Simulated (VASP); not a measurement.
# AgBr (Fm-3m) in VASP: notebook

Aim: see how the results for AgBr move with the level of theory and the settings. Levels: PBE, RPBE+D4, BLYP. Tasks: single point.

All numbers are computed with VASP 6.6.1; they aren't measurements. Logs are shortened: lines on timing, memory, paths and dates and some standing lists are left out, and cuts for length are marked.

## Step 1: The cell of the first run

Symmetry: Fm-3m, No. 225, cubic system. Conventional cell: a = 5.740 Å, b = 5.740 Å, c = 5.740 Å, α = 90.00°, β = 90.00°, γ = 90.00°. Within 3.8 Å of Ag (site symmetry m-3m) lie 6 Br at 2.87 Å. Within 3.8 Å of Br (site symmetry m-3m) lie 6 Ag at 2.87 Å.

## Step 2: Single point, PBE

Input file INCAR:

```
PREC     = Accurate       # precision mode
ENCUT    = 500            # plane-wave cutoff, eV
EDIFF    = 1E-6           # SCF threshold, eV
ISMEAR   = 0              # smearing method
SIGMA    = 0.03           # smearing width, eV
LREAL    = False          # projectors in reciprocal space
LASPH    = True           # aspherical terms in the spheres
NELM     = 120            # most SCF steps
ALGO     = Normal         # electronic algorithm
ISIF     = 2              # what is computed and relaxed
LWAVE    = False          # write WAVECAR
LCHARG   = False          # write CHGCAR
GGA      = PE             # functional
NBANDS   = 16             # bands
GGA_COMPAT= False
```

Input file KPOINTS:

```
Automatic mesh
0
Gamma
  8 8 8
```

Input file POSCAR:

```
AgBr
1.0
    0.0000000000      2.8701500000      2.8701500000
    2.8701500000      0.0000000000      2.8701500000
    2.8701500000      2.8701500000      0.0000000000
Ag Br
1 1
Direct
    0.0000000000      0.0000000000      0.0000000000
    0.5000000000      0.5000000000      0.5000000000
```

Potentials or basis: VASP PAW PBE potentials, release 64 (Ag, Br).

Started as:

```
> cat potpaw_PBE.64/Ag/POTCAR potpaw_PBE.64/Br/POTCAR > POTCAR
> mpirun -np 1 vasp_std > vasp.out
```

OUTCAR:

```text
PREC = Accurate
   ENCUT = 500
   EDIFF = 1E-6
   ISMEAR = 0
   LREAL = False
   LASPH = True
   NELM = 120
   ISIF = 2
   GGA = PE

 ion  position               nearest neighbor table
   1  0.000  0.000  0.000-   2 2.87   2 2.87   2 2.87   2 2.87   2 2.87   2 2.87
   2  0.500  0.500  0.500-   1 2.87   1 2.87   1 2.87   1 2.87   1 2.87   1 2.87

  LATTYP: Found a face centered cubic cell.
 ALAT       =     5.7403000000

  Lattice vectors:

 A1 = (   0.0000000000,   2.8701500000,   2.8701500000)
 A2 = (   2.8701500000,   0.0000000000,   2.8701500000)
 A3 = (   2.8701500000,   2.8701500000,   0.0000000000)

Analysis of symmetry for initial positions (statically):
=====================================================================
 Subroutine PRICEL returns:
 Original cell was already a primitive cell.

 Routine SETGRP: Setting up the symmetry group for a
 face centered cubic supercell.

 Subroutine GETGRP returns: Found 48 space group operations
 (whereof 48 operations were pure point group operations)
 out of a pool of 48 trial point group operations.

The static configuration has the point symmetry O_h .

Analysis of symmetry for dynamics (positions and initial velocities):
=====================================================================
 Subroutine PRICEL returns:
 Original cell was already a primitive cell.

 Routine SETGRP: Setting up the symmetry group for a
 face centered cubic supercell.

 Subroutine GETGRP returns: Found 48 space group operations
 (whereof 48 operations were pure point group operations)
 out of a pool of 48 trial point group operations.

The dynamic configuration has the point symmetry O_h .

 Subroutine INISYM returns: Found 48 space group operations
 (whereof 48 operations are pure point group operations),
 and found     1 'primitive' translations

----------------------------------------------------------------------------------------

                                     Primitive cell

  volume of cell :      47.2872

  direct lattice vectors                    reciprocal lattice vectors
     0.000000000  2.870150000  2.870150000    -0.174206923  0.174206923  0.174206923
     2.870150000  0.000000000  2.870150000     0.174206923 -0.174206923  0.174206923
     2.870150000  2.870150000  0.000000000     0.174206923  0.174206923 -0.174206923

  length of vectors
     4.059005056  4.059005056  4.059005056     0.301735242  0.301735242  0.301735242

  position of ions in fractional coordinates (direct lattice)
     0.000000000  0.000000000  0.000000000
     0.500000000  0.500000000  0.500000000

  ion indices of the primitive-cell ions
   primitive index   ion index
                 1           1
                 2           2

----------------------------------------------------------------------------------------

 KPOINTS: Automatic mesh

Automatic generation of k-mesh.
 Grid dimensions read from file:
 generate k-points for:    8    8    8

 Generating k-lattice:

  Cartesian coordinates                     Fractional coordinates (reciprocal lattice)
    -0.021775865  0.021775865  0.021775865     0.125000000  0.000000000  0.000000000
     0.021775865 -0.021775865  0.021775865     0.000000000  0.125000000  0.000000000
     0.021775865  0.021775865 -0.021775865     0.000000000  0.000000000  0.125000000

  Length of vectors
     0.037716905  0.037716905  0.037716905

  Shift w.r.t. Gamma in fractional coordinates (k-lattice)
     0.000000000  0.000000000  0.000000000

 Subroutine IBZKPT returns following result:
 ===========================================

 Found     29 irreducible k-points:

 Following reciprocal coordinates:
            Coordinates               Weight
  0.000000  0.000000  0.000000      1.000000
  0.125000  0.000000  0.000000      8.000000
  0.250000  0.000000  0.000000      8.000000
  0.375000  0.000000  0.000000      8.000000
  0.500000  0.000000  0.000000      4.000000
  0.125000  0.125000  0.000000      6.000000
[... 16 lines left out ...]
  0.500000  0.250000  0.125000     48.000000
 -0.375000  0.250000  0.125000     24.000000
 [... further k-points ...]
   k-points           NKPTS =     29   k-points in BZ     NKDIM =     29   number of bands    NBANDS=     16
   number of dos      NEDOS =    301   number of ions     NIONS =      2
   total plane-waves  NPLWV =  27000
   dimension x,y,z NGX =    30 NGY =   30 NGZ =   30
   dimension x,y,z NGXF=    60 NGYF=   60 NGZF=   60
   ions per type =               1   1
   NGX,Y,Z   is equivalent  to a cutoff of  12.29, 12.29, 12.29 a.u.
   NGXF,Y,Z  is equivalent  to a cutoff of  24.57, 24.57, 24.57 a.u.
 SYSTEM =  unknown system
   PREC   = accura    normal or accurate (medium, high low for compatibility)
   ISTART =      0    job   : 0-new  1-cont  2-samecut
   ICHARG =      2    charge: 1-file 2-atom 10-const
   ISPIN  =      1    spin polarized calculation?
   LNONCOLLINEAR =      F non collinear calculations
   LSORBIT =      F    spin-orbit coupling
   LASPH  =      T    aspherical Exc in radial PAW
   ENCUT  =  500.0 eV  36.75 Ry    6.06 a.u.   7.40  7.40  7.40*2*pi/ulx,y,z
   NELM   =    120;   NELMIN=  2; NELMDL= -5     # of ELM steps
   EDIFF  = 0.1E-05   stopping-criterion for ELM
   LREAL  =      F    real-space projection
   EDIFFG = 0.1E-04   stopping-criterion for IOM
   NSW    =      0    number of steps for IOM
   IBRION =     -1    ionic relax: 0-MD 1-quasi-New 2-CG
   NFREE  =      0    steps in history (QN), initial steepest desc. (CG)
   ISIF   =      2    stress and relaxation
   ISYM   =      2    0-nonsym 1-usesym 2-fastsym
   POTIM  = 0.5000    time-step for ionic-motion
   TEBEG  =    0.0;   TEEND  =   0.0 temperature during run
   PSTRESS=    0.0 pullay stress
   NELECT =      18.0000    total number of electrons
   NUPDOWN=      -1.0000    fix difference up-down
   EMIN   =  10.00;   EMAX   =-10.00  energy-range for DOS
   EFERMI =   0.00;   METHOD = LEGACY
   ISMEAR =     0;   SIGMA  =   0.03  broadening in eV -4-tet -1-fermi 0-gaus
   EFERMI_NEDOS =   21; number of points for ismear=-14 and -15
   IALGO  =     38    algorithm
   IMIX   =      4    mixing-type and parameters
     AMIX     =   0.40;   BMIX     =  1.00
     AMIX_MAG =   1.60;   BMIX_MAG =  1.00
  volume/ion in A,a.u.               =      23.64       159.55
  Fermi-wavevector in a.u.,A,eV,Ry     =   1.186454  2.242074 19.152570  1.407674
  Thomas-Fermi vector in A             =   2.322627
   LORBIT       =      0    0 simple, 1 ext, 2 COOP (PROOUT), +10 PAW based schemes
   GGA     = PE    functional components
   LHFCALC =     F    Hartree Fock is set to
   AEXX    =    0.0000 exact exchange contribution
   IVDW    =     0    specifies the selected vdW correction
   LEPSILON=     F    determine dielectric tensor
   LRPA    =     F    only Hartree local field effects (RPA)
 non-spin polarized calculation
 Gauss-broadening in eV      SIGMA  =   0.03
  energy-cutoff  :      500.00
  volume of cell :       47.29
 maximum number of plane-waves:      1243
 NGX is ok and might be reduce to    30
   NGX = 15   NGY = 15   NGZ = 15

 number of electron      18.0000002 magnetization

 Free energy of the ion-electron system (eV)
  ---------------------------------------------------
  ext. energy  EPLUGINS =         0.00000000
  ---------------------------------------------------
  free energy    TOTEN  =        -4.98322732 eV

  energy without entropy =       -4.98322732  energy(sigma->0) =       -4.98322732

 E-fermi :   3.7964     XC(G=0):  -9.8607

 val. band max:        3.6216117830   @ k =   0.5000   0.0000   0.0000
 cond. band min:       4.2929462777   @ k =   0.0000   0.0000   0.0000
 fundamental gap:      0.6713344947
 Fermi energy:         3.7964346292

 k-point     1 :       0.0000    0.0000    0.0000
  band No.  band energies     occupation
      1     -11.4607      2.00000
      2       0.8237      2.00000
      3       0.8237      2.00000
      4       0.8237      2.00000
      5       0.8239      2.00000
      6       0.8239      2.00000
[... 8 lines left out ...]
     15      15.4115      0.00000
     16      15.4115      0.00000

 k-point     2 :       0.1250    0.0000    0.0000
  band No.  band energies     occupation
      1     -11.4001      2.00000
      2       0.4243      2.00000
      3       0.4243      2.00000
      4       0.4699      2.00000
      5       0.8667      2.00000
      6       0.8667      2.00000
[... 8 lines left out ...]
     15      14.5587      0.00000
     16      14.9487      0.00000

 k-point     3 :       0.2500    0.0000    0.0000
  band No.  band energies     occupation
      1     -11.2471      2.00000
      2      -0.5333      2.00000
      3      -0.0910      2.00000
      4      -0.0910      2.00000
      5       0.9731      2.00000
      6       0.9731      2.00000
[... 8 lines left out ...]
     15      14.9822      0.00000
     16      14.9822      0.00000

 k-point     4 :       0.3750    0.0000    0.0000
  band No.  band energies     occupation
      1     -11.0835      2.00000
      2      -1.3492      2.00000
      3      -0.4360      2.00000
      4      -0.4360      2.00000
      5       1.0835      2.00000
      6       1.0835      2.00000
[... 8 lines left out ...]
     15      16.0271      0.00000
     16      16.0271      0.00000
[... 324 lines left out ...]
 k-point    22 :       0.3750    0.2500    0.1250
  band No.  band energies     occupation
      1     -11.1509      2.00000
      2      -0.9360      2.00000
      3      -0.1504      2.00000
      4       0.2243      2.00000
      5       0.9235      2.00000
      6       1.0614      2.00000
[... 8 lines left out ...]
     15      17.0556      0.00000
     16      17.6424      0.00000

 k-point    23 :       0.5000    0.2500    0.1250
  band No.  band energies     occupation
      1     -11.0322      2.00000
      2      -1.1531      2.00000
      3      -0.4348      2.00000
      4      -0.1618      2.00000
      5       1.0163      2.00000
      6       1.1355      2.00000
[... 8 lines left out ...]
     15      17.3683      0.00000
     16      17.6575      0.00000

 k-point    24 :      -0.3750    0.2500    0.1250
  band No.  band energies     occupation
      1     -10.9814      2.00000
      2      -1.2213      2.00000
      3      -0.4660      2.00000
      4      -0.4355      2.00000
      5       1.0819      2.00000
      6       1.1377      2.00000
[... 8 lines left out ...]
     15      16.2249      0.00000
     16      17.9425      0.00000

 [... further k-points ...]
[... 5 lines left out ...]
  --------------------------------------------------------------------------------------
  -------------------------------------------------------------------------------------
  Total        0.6740175      0.6740175      0.6740175      0.0000000      0.0000000      0.0000000
  in kB       22.8369443     22.8369443     22.8369443      0.0000000      0.0000000      0.0000000
  external PRESSURE =      22.8369443 kB  Pullay stress =       0.0000000 kB

 VOLUME and BASIS-vectors are now :
 -----------------------------------------------------------------------------
  energy-cutoff  :      500.00
  volume of cell :       47.29
      direct lattice vectors                 reciprocal lattice vectors
     0.000000000  2.870150000  2.870150000    -0.174206923  0.174206923  0.174206923
     2.870150000  0.000000000  2.870150000     0.174206923 -0.174206923  0.174206923
     2.870150000  2.870150000  0.000000000     0.174206923  0.174206923 -0.174206923

 POSITION                                       TOTAL-FORCE (eV/Angst)
 -----------------------------------------------------------------------------------
      0.00000      0.00000      0.00000         0.000000      0.000000      0.000000
      2.87015      2.87015      2.87015        -0.000000      0.000000     -0.000000
 -----------------------------------------------------------------------------------
    total drift:                               -0.000000      0.000000      0.000000

  FREE ENERGIE OF THE ION-ELECTRON SYSTEM (eV)
  ---------------------------------------------------
  free  energy   TOTEN  =        -4.9832273159 eV

  energy  without entropy=       -4.9832273159  energy(sigma->0) =       -4.98322732
```

Run time: 31 s. Hardware: 1 thread of Intel Xeon 8259CL, shared host; peak memory 0.18 GiB.

Results:

```
Free energy            : -4.9832 eV
Pressure               : 2.3 GPa
Band gap on the k mesh : 0.67 eV, indirect (least direct gap 2.61 eV)
```

A k mesh can miss the band edges. As with any semilocal functional, this PBE gap is likely too small.

(Part 1 of 3 ends here.)
